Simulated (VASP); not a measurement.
Write the native input for VASP 6.6.1 that does the following.

```yaml
Task: single point
Functional: PBEsol
Potentials_or_basis: VASP PAW PBE potentials, release 64 (Hf_pv, B)
Cutoff: 520 eV
k_mesh: 10 × 10 × 8
Occupations: fermi-dirac, width 0.05 eV
Spin: no spin polarisation
Dipole_correction: no
Further_INCAR_settings: ALGO = Normal; EDIFF = 1e-06; NBANDS = 15
```

The structure of HfB2 lies in POSCAR:

```
HfB2
1.0
    3.1607953080      0.0000000000      0.0000000000
   -1.5803976540      2.7373290329      0.0000000000
    0.0000000000      0.0000000000      3.5030470293
Hf B
1 2
Direct
    0.0000000000      0.0000000000      0.0000000000
    0.6666666667      0.3333333333      0.5000000000
    0.3333333333      0.6666666667      0.5000000000
```

One way to write it, as run:

INCAR

```
SYSTEM = HfB2
PREC = Accurate
ENCUT = 520
EDIFF = 1E-6
ISMEAR = -1
SIGMA = 0.05
LREAL = .FALSE.
LASPH = .TRUE.
NELM = 80
ALGO = Normal
ISIF = 2
LWAVE = .FALSE.
LCHARG = .TRUE.
GGA = PS
LELF = .TRUE.
LVHAR = .TRUE.
NBANDS = 15
```

KPOINTS

```
regular mesh
0
G
  10 10 8
  0 0 0
```

Potentials or basis: VASP PAW PBE potentials, release 64 (Hf_pv, B).

Run with:

```console
$ cat potpaw_PBE.64/Hf_pv/POTCAR potpaw_PBE.64/B/POTCAR > POTCAR
$ mpirun -np 1 vasp_std > vasp.out
```

Results of the run:

The pressure is -9.2 GPa and the band gap on the k mesh is zero (band 8 reaches 7.95 eV, above the bottom of band 9 at 7.15 eV).

Caveat: the PAW data sets were made with another functional, which shifts forces and pressure a little; spin-orbit coupling is left out, which moves the levels of the heavy elements.

Run time: 14 s on 1 thread of Intel Xeon 6975P-C (shared host), peak memory 0.16 GiB.
